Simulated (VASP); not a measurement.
The system is Mg3CdSe4.

```xyz
8
Lattice="5.7458 0.0000 0.0000 -2.8729 4.9760 0.0000 0.0000 0.0000 7.7509" Properties=species:S:1:pos:R:3 pbc="T T T"
Mg    2.8729    1.6587    2.0971
Mg    2.8729    1.6587    5.6538
Mg    0.0000    3.3174    3.8754
Cd    0.0000    0.0000    3.8754
Se    2.8729    1.6587    0.0000
Se   -1.5960    4.2388    0.0000
Se    0.0000    1.4744    0.0000
Se    1.5960    4.2388    0.0000
```

The cell was generated, and may not be a known phase.

| Quantity | Value |
| --- | --- |
| Program | VASP 6.6.1 |
| Task | relaxation of cell and atoms |
| Functional | PBE |
| Potentials or basis | VASP PAW PBE potentials, release 64 (Mg, Cd, Se) |
| Cutoff | 600 eV |
| k mesh | 3 × 3 × 2 |
| Occupations | gaussian, width 0.15 eV |
| Spin | no spin polarisation |

At the start: pressure 4.7 GPa; volume 27.70 Å³/atom.

How do energy, volume and symmetry change on relaxing?

Over 10 steps the energy falls by 276.7 meV/atom and the volume is 27.09 Å³/atom (-2.2 %); space group P-6m2 (No. 187, to 0.1 Å) before and after.

The path:
```
step  energy change (eV)  largest force (eV/Å)  pressure (GPa)  volume (Å³)
   1              0.0000                5.9629            4.68       221.61
   2             -1.7596                0.2261           -2.04       247.74
   3             -1.7908                0.7398           -1.46       242.49
   4             -1.7933                0.6487           -1.57       243.36
   5             -1.9178                0.6556           -0.78       234.12
   6             -1.9979                0.7498            1.00       220.39
   7             -2.0609                0.6757            1.08       217.74
   8             -2.1653                0.4629            1.53       209.83
   9             -2.2025                0.2394            0.67       213.24
  10             -2.2136                0.0480           -0.13       216.76
```

Final structure:
```
CELL_PARAMETERS angstrom
5.66387 0.00000 0.00000
-2.83194 4.90506 0.00000
0.00000 0.00000 7.80228
ATOMIC_POSITIONS crystal
Mg 0.66667 0.33333 0.32476
Mg 0.66667 0.33333 0.67524
Mg 0.33333 0.66667 0.50000
Cd 0.00000 0.00000 0.50000
Se 0.66667 0.33333 0.00000
Se 0.15199 0.84801 0.00000
Se 0.15199 0.30398 0.00000
Se 0.69602 0.84801 0.00000
```

Caveat: the k points lie up to 0.43 Å⁻¹ apart in the final cell, too coarse for converged energies and pressures of a metal; the relaxation stopped at a loose force limit of 0.08 eV/Å, so its end isn't a converged minimum.
